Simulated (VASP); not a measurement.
# KNaICl (Pmmm) in VASP: notebook

The runs below take KNaICl through single point, with LDA.

Everything below comes from runs of VASP 6.6.1. Logs are shortened: lines on timing, memory, paths and dates and some standing lists are left out, and cuts for length are marked.

## 1. The cell of the first run

It takes space group Pmmm (No. 47, orthorhombic). Conventional cell: a = 4.162 Å, b = 4.795 Å, c = 6.023 Å, α = 90.00°, β = 90.00°, γ = 90.00°. K (site symmetry mmm) has 2 I at 3.01 Å and 4 Cl at 3.17 Å within 4.0 Å. Na (site symmetry mmm) has 2 Cl at 3.01 Å and 4 I at 3.17 Å within 4.0 Å. Within 4.0 Å of I (site symmetry mmm) lie 2 K at 3.01 Å and 4 Na at 3.17 Å. Cl (site symmetry mmm) has 2 Na at 3.01 Å and 4 K at 3.17 Å within 4.0 Å.

## 2. Single point, LDA

Input file INCAR:

```
PREC     = Accurate       # precision mode
ENCUT    = 520            # plane-wave cutoff, eV
EDIFF    = 1E-6           # SCF threshold, eV
ISMEAR   = 0              # smearing method
SIGMA    = 0.05           # smearing width, eV
LREAL    = False          # projectors in reciprocal space
LASPH    = True           # aspherical terms in the spheres
NELM     = 60             # most SCF steps
ALGO     = Normal         # electronic algorithm
ISIF     = 2              # what is computed and relaxed
LWAVE    = False          # write WAVECAR
LCHARG   = True           # write CHGCAR
LELF     = True           # ELF
LVHAR    = True         
NBANDS   = 23             # bands
```

Input file KPOINTS:

```
regular mesh
0
Gamma
  6 6 4
```

Input file POSCAR:

```
KNaICl
1.0
    4.1621034719      0.0000000000      0.0000000000
    0.0000000000      4.7954811322      0.0000000000
    0.0000000000      0.0000000000      6.0230159778
K Na I Cl
1 1 1 1
Direct
    0.5000000000      0.5000000000      0.5000000000
    0.0000000000      0.0000000000      0.0000000000
    0.5000000000      0.5000000000      0.0000000000
    0.0000000000      0.0000000000      0.5000000000
```

Potentials or basis: VASP PAW LDA potentials, release 64 (K_sv, Na_pv, I, Cl).

Command:

```bash
$ cat potpaw_LDA.64/K_sv/POTCAR potpaw_LDA.64/Na_pv/POTCAR potpaw_LDA.64/I/POTCAR potpaw_LDA.64/Cl/POTCAR > POTCAR
$ mpirun -np 1 vasp_std > vasp.out
```

OUTCAR:

```text
PREC = Accurate
   ENCUT = 520
   EDIFF = 1E-6
   ISMEAR = 0
   LREAL = False
   LASPH = True
   NELM = 60
   ISIF = 2

 ion  position               nearest neighbor table
   1  0.500  0.500  0.500-   3 3.01   3 3.01   4 3.17   4 3.17   4 3.17   4 3.17
   2  0.000  0.000  0.000-   3 3.17   3 3.17   3 3.17   3 3.17
   3  0.500  0.500  0.000-   1 3.01   1 3.01   2 3.17   2 3.17   2 3.17   2 3.17
   4  0.000  0.000  0.500-   1 3.17   1 3.17   1 3.17   1 3.17

  LATTYP: Found a simple orthorhombic cell.
 ALAT       =     4.1621034719
 B/A-ratio  =     1.1521772980
 C/A-ratio  =     1.4471086600

  Lattice vectors:

 A1 = (   4.1621034719,   0.0000000000,   0.0000000000)
 A2 = (   0.0000000000,   4.7954811322,   0.0000000000)
 A3 = (   0.0000000000,   0.0000000000,   6.0230159778)

Analysis of symmetry for initial positions (statically):
=====================================================================
 Subroutine PRICEL returns:
 Original cell was already a primitive cell.

 Routine SETGRP: Setting up the symmetry group for a
 simple orthorhombic supercell.

 Subroutine GETGRP returns: Found  8 space group operations
 (whereof  8 operations were pure point group operations)
 out of a pool of  8 trial point group operations.

The static configuration has the point symmetry D_2h.

Analysis of symmetry for dynamics (positions and initial velocities):
=====================================================================
 Subroutine PRICEL returns:
 Original cell was already a primitive cell.

 Routine SETGRP: Setting up the symmetry group for a
 simple orthorhombic supercell.

 Subroutine GETGRP returns: Found  8 space group operations
 (whereof  8 operations were pure point group operations)
 out of a pool of  8 trial point group operations.

The dynamic configuration has the point symmetry D_2h.

 Subroutine INISYM returns: Found  8 space group operations
 (whereof  8 operations are pure point group operations),
 and found     1 'primitive' translations

----------------------------------------------------------------------------------------

                                     Primitive cell

  volume of cell :     120.2151

  direct lattice vectors                    reciprocal lattice vectors
     4.162103472  0.000000000  0.000000000     0.240263128  0.000000000  0.000000000
[... 84 lines left out ...]
   ISPIN  =      1    spin polarized calculation?
   LNONCOLLINEAR =      F non collinear calculations
   LSORBIT =      F    spin-orbit coupling
   LASPH  =      T    aspherical Exc in radial PAW
   ENCUT  =  520.0 eV  38.22 Ry    6.18 a.u.   7.74  8.92 11.20*2*pi/ulx,y,z
   NELM   =     60;   NELMIN=  2; NELMDL= -5     # of ELM steps
   EDIFF  = 0.1E-05   stopping-criterion for ELM
   LREAL  =      F    real-space projection
   EDIFFG = 0.1E-04   stopping-criterion for IOM
   NSW    =      0    number of steps for IOM
   IBRION =     -1    ionic relax: 0-MD 1-quasi-New 2-CG
   NFREE  =      0    steps in history (QN), initial steepest desc. (CG)
   ISIF   =      2    stress and relaxation
   ISYM   =      2    0-nonsym 1-usesym 2-fastsym
   POTIM  = 0.5000    time-step for ionic-motion
   TEBEG  =    0.0;   TEEND  =   0.0 temperature during run
   PSTRESS=    0.0 pullay stress
   NELECT =      30.0000    total number of electrons
   NUPDOWN=      -1.0000    fix difference up-down
   EMIN   =  10.00;   EMAX   =-10.00  energy-range for DOS
   EFERMI =   0.00;   METHOD = LEGACY
   ISMEAR =     0;   SIGMA  =   0.05  broadening in eV -4-tet -1-fermi 0-gaus
   EFERMI_NEDOS =   21; number of points for ismear=-14 and -15
   IALGO  =     38    algorithm
   IMIX   =      4    mixing-type and parameters
     AMIX     =   0.40;   BMIX     =  1.00
     AMIX_MAG =   1.60;   BMIX_MAG =  1.00
  volume/ion in A,a.u.               =      30.05       202.81
  Fermi-wavevector in a.u.,A,eV,Ry     =   1.030692  1.947725 14.453822  1.062326
  Thomas-Fermi vector in A             =   2.164803
   LORBIT       =      0    0 simple, 1 ext, 2 COOP (PROOUT), +10 PAW based schemes
   GGA     = CA    functional components
   LHFCALC =     F    Hartree Fock is set to
   AEXX    =    0.0000 exact exchange contribution
   IVDW    =     0    specifies the selected vdW correction
   LEPSILON=     F    determine dielectric tensor
   LRPA    =     F    only Hartree local field effects (RPA)
 non-spin polarized calculation
 Gauss-broadening in eV      SIGMA  =   0.05
  energy-cutoff  :      520.00
  volume of cell :      120.22
 maximum number of plane-waves:      3276
 NGX is ok and might be reduce to    32
   NGX = 15   NGY = 17   NGZ = 23

 number of electron      29.9999994 magnetization

 Free energy of the ion-electron system (eV)
  ---------------------------------------------------
  ext. energy  EPLUGINS =         0.00000000
  ---------------------------------------------------
  free energy    TOTEN  =       -13.02278941 eV

  energy without entropy =      -13.02278941  energy(sigma->0) =      -13.02278941

 E-fermi :   0.5389     XC(G=0):  -8.4172

 val. band max:        0.2511868415   @ k =   0.0000   0.0000   0.0000
 cond. band min:       3.7383741104   @ k =   0.0000   0.0000   0.0000
 fundamental gap:      3.4871872689
 Fermi energy:         0.5389226822

 k-point     1 :       0.0000    0.0000    0.0000
  band No.  band energies     occupation
      1     -27.4080      2.00000
      2     -22.1487      2.00000
      3     -22.1396      2.00000
      4     -22.1138      2.00000
      5     -12.6138      2.00000
      6     -11.4043      2.00000
[... 613 lines left out ...]
     22       9.2633      0.00000
     23       9.3399      0.00000

 [... further k-points ...]
[... 5 lines left out ...]
  --------------------------------------------------------------------------------------
  -------------------------------------------------------------------------------------
  Total       -0.1425895     -1.8040685      3.3508796      0.0000000      0.0000000      0.0000000
  in kB       -1.9003739    -24.0438783     44.6591379      0.0000000      0.0000000      0.0000000
  external PRESSURE =       6.2382952 kB  Pullay stress =       0.0000000 kB

 VOLUME and BASIS-vectors are now :
 -----------------------------------------------------------------------------
  energy-cutoff  :      520.00
  volume of cell :      120.22
      direct lattice vectors                 reciprocal lattice vectors
     4.162103472  0.000000000  0.000000000     0.240263128  0.000000000  0.000000000
     0.000000000  4.795481132  0.000000000     0.000000000  0.208529650  0.000000000
     0.000000000  0.000000000  6.023015978     0.000000000  0.000000000  0.166029777

 POSITION                                       TOTAL-FORCE (eV/Angst)
 -----------------------------------------------------------------------------------
      2.08105      2.39774      3.01151         0.000000      0.000000      0.000000
      0.00000      0.00000      0.00000         0.000000      0.000000      0.000000
      2.08105      2.39774      0.00000         0.000000      0.000000      0.000000
      0.00000      0.00000      3.01151         0.000000      0.000000      0.000000
 -----------------------------------------------------------------------------------
    total drift:                                0.000000     -0.000000     -0.000000

  FREE ENERGIE OF THE ION-ELECTRON SYSTEM (eV)
  ---------------------------------------------------
  free  energy   TOTEN  =       -13.0227894144 eV

  energy  without entropy=      -13.0227894144  energy(sigma->0) =      -13.02278941
```

OSZICAR:

```text
N       E                     dE             d eps       ncg     rms          rms(c)
DAV:   1     0.241789430643E+03    0.24179E+03   -0.13497E+04  2232   0.118E+03
DAV:   2     0.980071222591E+01   -0.23199E+03   -0.21834E+03  2368   0.325E+02
DAV:   3    -0.127190553098E+02   -0.22520E+02   -0.22353E+02  3544   0.941E+01
DAV:   4    -0.134164156524E+02   -0.69736E+00   -0.69538E+00  3190   0.152E+01
DAV:   5    -0.134399942371E+02   -0.23579E-01   -0.23577E-01  3316   0.207E+00    0.622E+00
DAV:   6    -0.130877615958E+02    0.35223E+00   -0.57005E-01  2719   0.355E+00    0.422E+00
DAV:   7    -0.130292672814E+02    0.58494E-01   -0.22570E-01  3083   0.230E+00    0.171E+00
DAV:   8    -0.130234000455E+02    0.58672E-02   -0.34527E-02  2929   0.105E+00    0.281E-01
DAV:   9    -0.130230933251E+02    0.30672E-03   -0.15681E-03  2902   0.238E-01    0.110E-01
DAV:  10    -0.130227959780E+02    0.29735E-03   -0.72895E-04  3073   0.193E-01    0.230E-02
DAV:  11    -0.130227956718E+02    0.30618E-06   -0.21005E-04  2885   0.684E-02    0.369E-02
DAV:  12    -0.130227921279E+02    0.35439E-05   -0.15160E-05  3095   0.192E-02    0.243E-02
DAV:  13    -0.130227895942E+02    0.25337E-05   -0.11971E-05  2882   0.187E-02    0.551E-03
DAV:  14    -0.130227894144E+02    0.17978E-06   -0.13319E-06  2355   0.677E-03
   1 F= -.13022789E+02 E0= -.13022789E+02  d E =-.109292E-17
```

Run time: 55 s. Hardware: 1 thread of AMD EPYC 9R45 (Zen 5), shared host; peak memory 0.25 GiB.

What came out:

```yaml
Free_energy: -13.0228 eV
Pressure: 0.6 GPa
Band_gap_on_the_k_mesh: 3.49 eV, direct
```

Stress tensor (GPa, compression positive):
```
-0.19  0.00  0.00
 0.00 -2.40  0.00
 0.00  0.00  4.47
```

Levels at points of the mesh, in eV from the valence-band top:
```csv
k point,band 12,band 13,band 14,band 15,band 16,band 17,band 18,band 19
"(0.00, 0.00, 0.00)",-0.86,-0.65,-0.29,0.00,3.49,5.02,6.22,6.53
"(0.50, 0.00, 0.00)",-1.46,-1.37,-0.67,-0.45,5.66,5.77,6.99,7.33
"(0.00, 0.50, 0.00)",-1.57,-0.96,-0.65,-0.02,5.91,6.13,6.74,7.50
"(0.50, 0.50, 0.00)",-1.36,-1.02,-0.95,-0.31,4.39,4.98,5.29,7.42
"(0.00, 0.00, 0.50)",-1.15,-0.99,-0.81,-0.14,4.69,5.54,6.08,6.29
"(0.50, 0.00, 0.50)",-1.36,-0.96,-0.90,-0.72,5.16,5.34,6.88,8.27
"(0.00, 0.50, 0.50)",-0.96,-0.92,-0.82,-0.08,5.32,5.76,7.37,8.18
"(0.50, 0.50, 0.50)",-1.50,-1.46,-1.32,-1.13,5.37,6.70,7.29,7.41
```

Caveat: the cell differs from its parent crystal (strain +e along x and -e along y -0.0733, strain +e along z and -e/2 along x and y -0.0733); spin-orbit coupling is left out, which moves the levels of the heavy elements.

## 3. Single point, LDA

Input file INCAR:

```
SYSTEM = KNaICl
  PREC = Accurate
  ENCUT = 520
  EDIFF = 1E-6
  ISMEAR = 0
  SIGMA = 0.05
  LREAL = .FALSE.
  LASPH = .TRUE.
  NELM = 60
  ALGO = Normal
  ISIF = 2
  LWAVE = .FALSE.
  LCHARG = .FALSE.
  GGA = CA
  NBANDS = 23
```

Input file KPOINTS:

```
Automatic mesh
0
G
  6 6 4
  0 0 0
```

Input file POSCAR:

```
KNaICl
1.0
    4.0035430345      0.0000000000      0.0000000000
    0.0000000000      4.3206639094      0.0000000000
    0.0000000000      0.0000000000      6.9758314978
K Na I Cl
1 1 1 1
Direct
    0.5000000000      0.5000000000      0.5000000000
    0.0000000000      0.0000000000      0.0000000000
    0.5000000000      0.5000000000      0.0000000000
    0.0000000000      0.0000000000      0.5000000000
```

Potentials or basis: VASP PAW LDA potentials, release 64 (K_sv, Na_pv, I, Cl).

Command:

```bash
$ cat potpaw_LDA.64/K_sv/POTCAR potpaw_LDA.64/Na_pv/POTCAR potpaw_LDA.64/I/POTCAR potpaw_LDA.64/Cl/POTCAR > POTCAR
$ mpirun -np 1 vasp_std > vasp.out
```

Run time: 56 s. Hardware: 1 thread of AMD EPYC 9R45 (Zen 5), shared host; peak memory 0.25 GiB.

The run converged. Its results:

```
Free energy            : -13.0884 eV
Pressure               : 1.2 GPa
Band gap on the k mesh : 3.68 eV, indirect (least direct gap 3.74 eV)
```

Stress tensor (GPa, compression positive):
```
 3.35  0.00  0.00
 0.00  1.92  0.00
 0.00  0.00 -1.69
```

Levels at points of the mesh, in eV from the valence-band top:
```csv
k point,band 11,band 12,band 13,band 14,band 15,band 16,band 17,band 18,band 19,band 20
"(0.00, 0.00, 0.00)",-0.96,-0.67,-0.61,-0.57,-0.06,3.68,5.33,6.02,6.87,7.43
"(0.50, 0.00, 0.00)",-1.90,-1.30,-1.30,-0.90,-0.48,5.65,5.91,6.94,7.06,8.06
"(0.00, 0.50, 0.00)",-1.85,-1.39,-1.06,-0.99,0.00,5.71,6.06,6.86,7.06,8.33
"(0.50, 0.50, 0.00)",-1.99,-1.17,-1.11,-1.08,-0.60,4.42,5.07,5.24,7.09,9.25
"(0.00, 0.00, 0.50)",-1.38,-0.87,-0.73,-0.65,-0.11,4.71,5.84,6.12,6.14,7.81
"(0.50, 0.00, 0.50)",-2.06,-1.30,-1.05,-0.91,-0.49,4.98,5.62,7.80,7.87,7.99
"(0.00, 0.50, 0.50)",-2.07,-1.06,-1.00,-0.99,-0.01,4.85,5.94,7.86,7.93,8.22
"(0.50, 0.50, 0.50)",-1.93,-1.28,-1.16,-1.16,-0.84,4.94,6.51,6.69,6.74,6.82
```

Caveat: the cell differs from its parent crystal (strain +e along x and -e along y -0.0367, strain +e along z and -e/2 along x and y +0.0733); spin-orbit coupling is left out, which moves the levels of the heavy elements. A k mesh can miss the band edges.

## 4. Single point, LDA

Input file INCAR:

```
PREC = Accurate ; ENCUT = 520
EDIFF = 1E-6 ; ISMEAR = 0
SIGMA = 0.05 ; LREAL = False
LASPH = True ; NELM = 80
ALGO = Normal ; ISIF = 2
LWAVE = False ; LCHARG = False
NBANDS = 23
```

Input file KPOINTS:

```
regular mesh
0
Gamma
  6 6 4
```

Input file POSCAR:

```
KNaICl
1.0
    4.3202318646      0.0000000000      0.0000000000
    0.0000000000      4.6373527395      0.0000000000
    0.0000000000      0.0000000000      6.0230159778
K Na I Cl
1 1 1 1
Direct
    0.5000000000      0.5000000000      0.5000000000
    0.0000000000      0.0000000000      0.0000000000
    0.5000000000      0.5000000000      0.0000000000
    0.0000000000      0.0000000000      0.5000000000
```

Potentials or basis: VASP PAW LDA potentials, release 64 (K_sv, Na_pv, I, Cl).

Command:

```bash
$ cat potpaw_LDA.64/K_sv/POTCAR potpaw_LDA.64/Na_pv/POTCAR potpaw_LDA.64/I/POTCAR potpaw_LDA.64/Cl/POTCAR > POTCAR
$ mpirun -np 1 vasp_std > vasp.out
```

OUTCAR:

```text
PREC = Accurate
   ENCUT = 520
   EDIFF = 1E-6
   ISMEAR = 0
   LREAL = False
   LASPH = True
   NELM = 80
   ISIF = 2

 ion  position               nearest neighbor table
   1  0.500  0.500  0.500-   3 3.01   3 3.01   4 3.17   4 3.17   4 3.17   4 3.17
   2  0.000  0.000  0.000-   3 3.17   3 3.17   3 3.17   3 3.17
   3  0.500  0.500  0.000-   1 3.01   1 3.01   2 3.17   2 3.17   2 3.17   2 3.17
   4  0.000  0.000  0.500-   1 3.17   1 3.17   1 3.17   1 3.17

[... 825 lines left out ...]
  Direction    XX          YY          ZZ          XY          YZ          ZX
  --------------------------------------------------------------------------------------
  -------------------------------------------------------------------------------------
  Total       -0.6463067     -1.4415670      3.4252372     -0.0000000      0.0000000      0.0000000
  in kB       -8.5813973    -19.1405414     45.4789088     -0.0000000      0.0000000      0.0000000
  external PRESSURE =       5.9189900 kB  Pullay stress =       0.0000000 kB

 VOLUME and BASIS-vectors are now :
 -----------------------------------------------------------------------------
  energy-cutoff  :      520.00
  volume of cell :      120.67
      direct lattice vectors                 reciprocal lattice vectors
     4.320231865  0.000000000  0.000000000     0.231469058  0.000000000  0.000000000
     0.000000000  4.637352739  0.000000000     0.000000000  0.215640271  0.000000000
     0.000000000  0.000000000  6.023015978     0.000000000  0.000000000  0.166029777

 POSITION                                       TOTAL-FORCE (eV/Angst)
 -----------------------------------------------------------------------------------
      2.16012      2.31868      3.01151         0.000000      0.000000      0.000000
      0.00000      0.00000      0.00000         0.000000      0.000000      0.000000
      2.16012      2.31868      0.00000         0.000000      0.000000      0.000000
      0.00000      0.00000      3.01151         0.000000      0.000000      0.000000
 -----------------------------------------------------------------------------------
    total drift:                                0.000000     -0.000000     -0.000000

  FREE ENERGIE OF THE ION-ELECTRON SYSTEM (eV)
  ---------------------------------------------------
  free  energy   TOTEN  =       -13.0622706552 eV

  energy  without entropy=      -13.0622706552  energy(sigma->0) =      -13.06227066
```

OSZICAR:

```text
N       E                     dE             d eps       ncg     rms          rms(c)
DAV:   1     0.244729706762E+03    0.24473E+03   -0.13411E+04  2256   0.118E+03
DAV:   2     0.119175357208E+02   -0.23281E+03   -0.21888E+03  2322   0.326E+02
DAV:   3    -0.125870401956E+02   -0.24505E+02   -0.24307E+02  3527   0.972E+01
DAV:   4    -0.134442137117E+02   -0.85717E+00   -0.85455E+00  3152   0.163E+01
DAV:   5    -0.134726232793E+02   -0.28410E-01   -0.28406E-01  3329   0.239E+00    0.622E+00
DAV:   6    -0.131248751470E+02    0.34775E+00   -0.56194E-01  2741   0.352E+00    0.422E+00
DAV:   7    -0.130684498672E+02    0.56425E-01   -0.21901E-01  3068   0.227E+00    0.169E+00
DAV:   8    -0.130628624103E+02    0.55875E-02   -0.33224E-02  2942   0.104E+00    0.266E-01
DAV:   9    -0.130625698626E+02    0.29255E-03   -0.14916E-03  2918   0.232E-01    0.107E-01
DAV:  10    -0.130622783629E+02    0.29150E-03   -0.66883E-04  3095   0.187E-01    0.234E-02
DAV:  11    -0.130622763429E+02    0.20201E-05   -0.20323E-04  2944   0.669E-02    0.360E-02
DAV:  12    -0.130622729991E+02    0.33437E-05   -0.12433E-05  3084   0.176E-02    0.229E-02
DAV:  13    -0.130622708227E+02    0.21764E-05   -0.10575E-05  2956   0.177E-02    0.589E-03
DAV:  14    -0.130622706552E+02    0.16758E-06   -0.11148E-06  2272   0.639E-03
   1 F= -.13062271E+02 E0= -.13062271E+02  d E =-.362192E-11
```

stdout:

```text
POSCAR found type information on POSCAR K NaI Cl
 POSCAR found :  4 types and       4 ions
 scaLAPACK will be used
 LDA part: xc-table for (Slater(with rela. corr.)+CA(PZ))
 , standard interpolation
 POSCAR, INCAR and KPOINTS ok, starting setup
 FFT: planning ... GRIDC
 FFT: planning ... GRID_SOFT
 FFT: planning ... GRID
 WAVECAR not read
 entering main loop
```

Wall time 50 s (1 thread of AMD EPYC 9R45 (Zen 5), shared host); peak memory 0.25 GiB.

Results:

| Property | Result |
| --- | --- |
| Free energy | -13.0623 eV |
| Pressure | 0.6 GPa |
| Band gap on the k mesh | 3.76 eV, direct |

Stress tensor (GPa, compression positive):
```
-0.86  0.00  0.00
 0.00 -1.91  0.00
 0.00  0.00  4.55
```

Caveat: the cell differs from its parent crystal (strain +e along x and -e along y -0.0367, strain +e along z and -e/2 along x and y -0.0733); spin-orbit coupling is left out, which moves the levels of the heavy elements.

(Part 1 of 2 ends here.)
